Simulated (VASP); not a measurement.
# WC (NiAs type) (P6_3/mmc) in VASP: a series of runs, part 2 of 2

VASP 6.6.1.

**4. Single point, PBE (volume scaled by 0.88)**

Contents of INCAR:

```
SYSTEM = WC
ALGO = Normal ; EDIFF = 1E-6
ENCUT = 520 ; GGA = PE
ISIF = 2 ; ISMEAR = -1
LASPH = .True. ; LCHARG = .False.
LREAL = .False. ; LWAVE = .False.
NBANDS = 26 ; NELM = 60
PREC = Accurate ; SIGMA = 0.05
```

Contents of KPOINTS:

```
k-points
0
Gamma
  10 10 6
  0 0 0
```

Contents of POSCAR:

```
WC
1.0
    2.7812357297      0.0000000000      0.0000000000
   -1.3906178648      2.4086207958      0.0000000000
    0.0000000000      0.0000000000      5.5698193890
W C
2 2
Direct
    0.0000000000      0.0000000000      0.0000000000
    0.0000000000      0.0000000000      0.5000000000
    0.3333333333      0.6666666667      0.2500000000
    0.6666666667      0.3333333333      0.7500000000
```

Potentials or basis: VASP PAW PBE potentials, release 64 (W_sv, C).

Run with:

```
> cat potpaw_PBE.64/W_sv/POTCAR potpaw_PBE.64/C/POTCAR > POTCAR
> mpirun -np 1 vasp_std > vasp.out
```

OUTCAR:

```text
SYSTEM = WC
   EDIFF = 1E-6
   ENCUT = 520
   GGA = PE
   ISIF = 2
   ISMEAR = -1
   LASPH = .True.
   LREAL = .False.
   NELM = 60
   PREC = Accurate

 ion  position               nearest neighbor table
   1  0.000  0.000  0.000-   3 2.13   4 2.13   3 2.13   4 2.13   4 2.13   3 2.13   2 2.78   2 2.78

   2  0.000  0.000  0.500-   3 2.13   4 2.13   3 2.13   4 2.13   4 2.13   3 2.13   1 2.78   1 2.78

   3  0.333  0.667  0.250-   1 2.13   2 2.13   1 2.13   2 2.13   1 2.13   2 2.13
   4  0.667  0.333  0.750-   1 2.13   2 2.13   1 2.13   2 2.13   1 2.13   2 2.13

  LATTYP: Found a hexagonal cell.
 ALAT       =     2.7812357297
 C/A-ratio  =     2.0026419658

  Lattice vectors:

 A1 = (   2.7812357297,   0.0000000000,   0.0000000000)
 A2 = (  -1.3906178648,   2.4086207958,   0.0000000000)
 A3 = (   0.0000000000,   0.0000000000,   5.5698193890)

Analysis of symmetry for initial positions (statically):
=====================================================================
 Subroutine PRICEL returns:
 Original cell was already a primitive cell.

 Routine SETGRP: Setting up the symmetry group for a
 hexagonal supercell.

 Subroutine GETGRP returns: Found 24 space group operations
 (whereof 12 operations were pure point group operations)
 out of a pool of 24 trial point group operations.

The static configuration has the point symmetry D_3d.
 The point group associated with its full space group is D_6h.

Analysis of symmetry for dynamics (positions and initial velocities):
=====================================================================
 Subroutine PRICEL returns:
 Original cell was already a primitive cell.

 Routine SETGRP: Setting up the symmetry group for a
 hexagonal supercell.

 Subroutine GETGRP returns: Found 24 space group operations
 (whereof 12 operations were pure point group operations)
 out of a pool of 24 trial point group operations.

The dynamic configuration has the point symmetry D_3d.
 The point group associated with its full space group is D_6h.

[... 109 lines left out ...]
   ISYM   =      2    0-nonsym 1-usesym 2-fastsym
   POTIM  = 0.5000    time-step for ionic-motion
   TEBEG  =    0.0;   TEEND  =   0.0 temperature during run
   PSTRESS=    0.0 pullay stress
   NELECT =      36.0000    total number of electrons
   NUPDOWN=      -1.0000    fix difference up-down
   EMIN   =  10.00;   EMAX   =-10.00  energy-range for DOS
   EFERMI =   0.00;   METHOD = LEGACY
   ISMEAR =    -1;   SIGMA  =   0.05  broadening in eV -4-tet -1-fermi 0-gaus
   EFERMI_NEDOS =   21; number of points for ismear=-14 and -15
   IALGO  =     38    algorithm
   IMIX   =      4    mixing-type and parameters
     AMIX     =   0.40;   BMIX     =  1.00
     AMIX_MAG =   1.60;   BMIX_MAG =  1.00
  volume/ion in A,a.u.               =       9.33        62.95
  Fermi-wavevector in a.u.,A,eV,Ry     =   1.617682  3.056976 35.605029  2.616896
  Thomas-Fermi vector in A             =   2.712068
   LORBIT       =      0    0 simple, 1 ext, 2 COOP (PROOUT), +10 PAW based schemes
   GGA     = PE    functional components
[... 5 lines left out ...]
 non-spin polarized calculation
  energy-cutoff  :      520.00
  volume of cell :       37.31
 maximum number of plane-waves:      1022
 NGX is ok and might be reduce to    24
   NGX = 11   NGY = 11   NGZ = 21

 number of electron      35.9999995 magnetization

 Free energy of the ion-electron system (eV)
  ---------------------------------------------------
  ext. energy  EPLUGINS =         0.00000000
  ---------------------------------------------------
  free energy    TOTEN  =       -43.15954981 eV

  energy without entropy =      -43.15250267  energy(sigma->0) =      -43.15602624

 E-fermi :  12.8274     XC(G=0): -14.4089

 val. band max:       12.8262287050   @ k =   0.0000   0.0000   0.0000
 cond. band min:      12.8642720325   @ k =   0.1000   0.0000   0.0000
 fundamental gap:      0.0380433275
 Fermi energy:        12.8274308853

 k-point     1 :       0.0000    0.0000    0.0000
  band No.  band energies     occupation
      1     -61.0588      2.00000
      2     -61.0046      2.00000
      3     -26.0056      2.00000
      4     -25.0624      2.00000
      5     -24.8745      2.00000
      6     -24.8745      2.00000
[... 685 lines left out ...]
     25      22.2173      0.00000
     26      22.5873      0.00000

 [... further k-points ...]
[... 5 lines left out ...]
  --------------------------------------------------------------------------------------
  -------------------------------------------------------------------------------------
  Total       14.9674351     14.9674351     15.0181254      0.0000000      0.0000000     -0.0000000
  in kB      642.7034370    642.7034370    644.8800829      0.0000000      0.0000000     -0.0000000
  external PRESSURE =     643.4289856 kB  Pullay stress =       0.0000000 kB

 VOLUME and BASIS-vectors are now :
 -----------------------------------------------------------------------------
  energy-cutoff  :      520.00
  volume of cell :       37.31
      direct lattice vectors                 reciprocal lattice vectors
     2.781235730  0.000000000  0.000000000     0.359552407  0.207587679  0.000000000
    -1.390617865  2.408620796  0.000000000     0.000000000  0.415175358  0.000000000
     0.000000000  0.000000000  5.569819389     0.000000000  0.000000000  0.179539035

 POSITION                                       TOTAL-FORCE (eV/Angst)
 -----------------------------------------------------------------------------------
      0.00000      0.00000      0.00000        -0.000000      0.000000      0.000000
      0.00000      0.00000      2.78491        -0.000000      0.000000      0.000000
     -0.00000      1.60575      1.39245         0.000000      0.000000      0.000000
      1.39062      0.80287      4.17736        -0.000000      0.000000     -0.000000
 -----------------------------------------------------------------------------------
    total drift:                               -0.000000      0.000000      0.000000

  FREE ENERGIE OF THE ION-ELECTRON SYSTEM (eV)
  ---------------------------------------------------
  free  energy   TOTEN  =       -43.1595498137 eV

  energy  without entropy=      -43.1525026688  energy(sigma->0) =      -43.15602624
```

stdout:

```text
POSCAR found type information on POSCAR W C
 POSCAR found :  2 types and       4 ions
 scaLAPACK will be used
 LDA part: xc-table for (Slater+PW92), standard interpolation
 POSCAR, INCAR and KPOINTS ok, starting setup
 FFT: planning ... GRIDC
 FFT: planning ... GRID_SOFT
 FFT: planning ... GRID
 WAVECAR not read
 entering main loop
```

Run time: 18 s. Hardware: 1 thread of Intel Xeon 6975P-C (Granite Rapids), shared host; peak memory 0.19 GiB.

Results:

* Free energy: -43.1595 eV
* Pressure: 64.3 GPa
* Band gap on the k mesh: zero (band 18 reaches 13.28 eV, above the bottom of band 19 at 12.61 eV)

Stress tensor (GPa, compression positive):
```
64.27  0.00  0.00
 0.00 64.27  0.00
 0.00  0.00 64.49
```

Levels at points of the mesh, in eV from the Fermi level:
```tsv
k point	band 14	band 15	band 16	band 17	band 18	band 19	band 20	band 21	band 22	band 23
(0.00, 0.00, 0.00)	-4.37	-1.03	-0.96	-0.96	0.00	0.00	1.11	1.11	3.65	3.65
(0.50, 0.00, 0.00)	-4.62	-4.09	-2.43	-2.26	-0.26	2.42	4.74	5.25	5.77	5.85
(0.00, 0.00, 0.50)	-3.20	-3.20	-3.20	0.38	0.38	0.94	0.94	0.94	0.94	6.00
(0.50, 0.00, 0.50)	-4.83	-3.36	-3.36	-2.05	-2.05	4.85	4.85	4.96	4.96	6.84
```

Caveat: spin-orbit coupling is left out, which moves the levels of the heavy elements.

**5. Single point, PBE (volume scaled by 0.88)**

Contents of INCAR:

```
  PREC = Accurate
  ENCUT = 520
  EDIFF = 1E-6
  ISMEAR = -1
  SIGMA = 0.05
  LREAL = False
  LASPH = True
  NELM = 80
  ALGO = Normal
  ISIF = 2
  LWAVE = False
  LCHARG = False
  GGA = PE
  NBANDS = 26
```

Contents of KPOINTS:

```
regular mesh
0
Gamma
  10 10 6
```

POSCAR is that of step 4.

Run with:

```
> cat potpaw_PBE.64/W_sv/POTCAR potpaw_PBE.64/C/POTCAR > POTCAR
> mpirun -np 1 vasp_std > vasp.out
```

Run time: 17 s. Hardware: 1 thread of Intel Xeon 6975P-C (Granite Rapids), shared host; peak memory 0.19 GiB.

It converged, with:

```yaml
Free_energy: -43.1595 eV
Pressure: 64.3 GPa
Band_gap_on_the_k_mesh: zero (band 18 reaches 13.28 eV, above the bottom of band 19 at 12.61 eV)
```

Stress tensor (GPa, compression positive):
```
64.27  0.00  0.00
 0.00 64.27  0.00
 0.00  0.00 64.49
```

Levels at points of the mesh, in eV from the Fermi level:
| k point | band 14 | band 15 | band 16 | band 17 | band 18 | band 19 | band 20 | band 21 | band 22 | band 23 |
| --- | --- | --- | --- | --- | --- | --- | --- | --- | --- | --- |
| (0.00, 0.00, 0.00) | -4.37 | -1.03 | -0.96 | -0.96 | 0.00 | 0.00 | 1.11 | 1.11 | 3.65 | 3.65 |
| (0.50, 0.00, 0.00) | -4.62 | -4.09 | -2.43 | -2.26 | -0.26 | 2.42 | 4.74 | 5.25 | 5.77 | 5.85 |
| (0.00, 0.00, 0.50) | -3.20 | -3.20 | -3.20 | 0.38 | 0.38 | 0.94 | 0.94 | 0.94 | 0.94 | 6.00 |
| (0.50, 0.00, 0.50) | -4.83 | -3.36 | -3.36 | -2.05 | -2.05 | 4.85 | 4.85 | 4.96 | 4.96 | 6.84 |

Caveat: spin-orbit coupling is left out, which moves the levels of the heavy elements.

**6. The runs side by side**

```csv
cell,gap on the mesh (eV),pressure (GPa)
"a = 2.582, b = 2.582, c = 5.287 Å, angles 90.0, 90.0, 120.0°, 4 atoms",none,248.8
"a = 2.685, b = 2.685, c = 5.433 Å, angles 90.0, 90.0, 120.0°, 4 atoms",none,136.2
"a = 2.781, b = 2.781, c = 5.570 Å, angles 90.0, 90.0, 120.0°, 4 atoms",none,64.3
```

Alike in all rows: task single point; level PBE; potentials or basis VASP PAW PBE potentials, release 64 (W_sv, C); no spin polarisation; k mesh 10 × 10 × 6; cutoff (eV) 520; smearing fermi-dirac 0.05 eV.

Caveats: spin-orbit coupling is left out, which moves the levels of the heavy elements.

Total energies depend on the potentials used, so only differences within one code and one set of settings carry meaning.
